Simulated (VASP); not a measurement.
**In: single point with PBEsol**

The system is In.

```xyz
1
Lattice="-1.5974 1.5974 2.4987 1.5974 -1.5974 2.4987 1.5974 1.5974 -2.4987" Properties=species:S:1:pos:R:3 pbc="T T T"
In    0.0000    0.0000    0.0000
```

```
Program                : VASP 6.6.1
Task                   : single point
Functional             : PBEsol
Potentials or basis    : VASP PAW PBE potentials, release 64 (In_d)
Cutoff                 : 520 eV
k mesh                 : 18 × 18 × 18
Occupations            : gaussian, width 0.1 eV
Spin                   : no spin polarisation
Dipole correction      : no
Further INCAR settings : ALGO = Fast; EDIFF = 1e-07; NBANDS = 12
```

The pressure is 0.0 GPa and the band gap on the k mesh is zero (an odd number of electrons rules out a gap without spin polarisation).

Levels at points of the mesh, in eV from the Fermi level:
| k point | band 3 | band 4 | band 5 | band 6 | band 7 | band 8 | band 9 | band 10 |
| --- | --- | --- | --- | --- | --- | --- | --- | --- |
| (0.00, 0.00, 0.00) | -14.52 | -14.47 | -14.32 | -9.74 | 10.75 | 10.75 | 10.97 | 11.69 |
| (0.50, 0.00, 0.00) | -14.50 | -14.25 | -14.20 | -4.32 | -3.49 | 7.29 | 9.63 | 11.17 |
| (0.50, 0.50, 0.00) | -14.24 | -14.24 | -14.11 | -1.94 | -1.43 | 3.38 | 3.97 | 7.02 |
| (0.50, 0.50, 0.50) | -14.22 | -14.20 | -14.20 | -3.23 | -2.93 | 5.06 | 5.06 | 8.56 |

Run time: 5.7 min on 1 thread of Intel Xeon 8259CL (shared host), peak memory 0.27 GiB.

Caveat: the PAW data sets were made with another functional, which shifts forces and pressure a little; spin-orbit coupling is left out, which moves the levels of the heavy elements.
